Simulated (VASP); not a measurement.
# Ba: single point with PBEsol

Ba:

```
Ba
1.0
     3.45551   -2.43540    0.00000
     3.45551    2.43540    0.00000
     0.00000    0.00000    6.91957
Ba
2
Direct
  0.75071 0.24929 0.25000
  0.24929 0.75071 0.75000
```

| Property | Result |
| --- | --- |
| Program | VASP 6.6.1 |
| Task | single point |
| Functional | PBEsol |
| Potentials or basis | VASP PAW PBE potentials, release 64 (Ba_sv) |
| Cutoff | 520 eV |
| k mesh | 10 × 10 × 6 |
| Occupations | gaussian, width 0.1 eV |
| Spin | no spin polarisation |
| Dipole correction | no |
| Further INCAR settings | ALGO = Fast; EDIFF = 1e-06; NBANDS = 17 |

* Pressure: 0.1 GPa
* Largest force: 0.005 eV/Å
* Band gap on the k mesh: zero (bands 10 and 11 overlap by 1.11 eV)

Forces on the atoms (eV/Å):
```
Ba   0.000  0.005  0.000
Ba   0.000 -0.005  0.000
```

Levels at points of the mesh, in eV from the Fermi level:
| k point | band 8 | band 9 | band 10 | band 11 | band 12 | band 13 |
| --- | --- | --- | --- | --- | --- | --- |
| (0.00, 0.00, 0.00) | -13.59 | -2.78 | -0.94 | 0.70 | 1.52 | 1.90 |
| (0.50, 0.00, 0.00) | -13.65 | -0.38 | -0.37 | 0.52 | 0.53 | 0.96 |
| (0.50, 0.50, 0.00) | -13.59 | -0.94 | -0.64 | -0.63 | 0.70 | 1.53 |
| (0.00, 0.00, 0.50) | -13.59 | -1.70 | -1.70 | 1.21 | 1.21 | 1.22 |
| (0.50, 0.00, 0.50) | -13.59 | -0.94 | -0.94 | 0.67 | 0.67 | 1.54 |
| (0.50, 0.50, 0.50) | -13.80 | -0.25 | -0.25 | 0.22 | 0.22 | 1.94 |

It took 4.1 min on 1 thread of Intel(R) Xeon(R) Platinum 8259CL CPU @ 2.50GHz (Skylake/Cascade Lake) (shared host), peak memory 0.37 GiB.

Caveat: the PAW data sets were made with another functional, which shifts forces and pressure a little; spin-orbit coupling is left out, which moves the levels of the heavy elements.
